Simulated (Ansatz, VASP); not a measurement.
# One calculation of Ti, two programs

Contents of POSCAR:

```
Ti
1.0
    2.7981000000      0.0000000000      0.0000000000
   -1.3990500000      2.4232256823      0.0000000000
    0.0000000000      0.0000000000      4.8240000000
Ti
2
Direct
    0.3333333333      0.6666666667      0.2500000000
    0.6666666667      0.3333333333      0.7500000000
```

File INCAR.step1:

```
ALGO = Normal
EDIFF = 1E-4
ENCUT = 520
GGA = PE
ISMEAR = 1
LASPH = True
LCHARG = False
LREAL = False
LWAVE = True
NBANDS = 19
NELM = 80
PREC = Accurate
SIGMA = 0.05
```

INCAR.step2

```
ALGO = Normal
EDIFF = 1E-7
ENCUT = 520
ISIF = 2
ISMEAR = 1
ISTART = 1
LASPH = True
LCHARG = False
LMIXTAU = True
LREAL = False
LWAVE = False
METAGGA = R2SCAN
NBANDS = 19
NELM = 80
PREC = Accurate
SIGMA = 0.05
```

The input KPOINTS:

```
k-points
0
Gamma
  18 18 10
```

Input for Ansatz:

```yaml
crystal:
  lattice:
    - [2.7981, 0.0, 0.0]
    - [-1.39905, 2.4232256823, 0.0]
    - [0.0, 0.0, 4.824]
  atoms:
    - { symbol: Ti, position: [0.3333333333, 0.6666666667, 0.25] }
    - { symbol: Ti, position: [0.6666666667, 0.3333333333, 0.75] }
basis:
  ecutwfc: 520.0
kpoints:
  mp_grid: { grid: [18, 18, 10] }
hamiltonian:
  xc: r2scan
scf:
  occupations: { method: cold, width: 0.05 }
output:
  forces: true
  stress: true
  eigenvalues: true
```

Alike in both runs: task single point; functional r2SCAN; k mesh 18 × 18 × 10; no spin polarisation.

```csv
,VASP,Ansatz
version,VASP 6.6.1,Ansatz 0.2.0
potentials or method,"VASP PAW PBE potentials, release 64 (Ti_sv), cutoff 520 eV","scalar-relativistic, plane waves, PAW"
occupations,"methfessel-paxton of order 1, width 0.05 eV","cold, width 0.05 eV"
valence electrons in the cell,24,24
```

```csv
,VASP,Ansatz,Ansatz less VASP
gap on the k mesh at the Fermi level (eV),none,none,-
pressure (GPa),7.7,7.2,-0.42
"traceless stress, the component that is largest in VASP (GPa)",-7.78,-7.70,+0.080
```

VASP's potentials were made for PBE, not for r2SCAN. A gap of «none» marks a metal or a gap that the smearing closes.
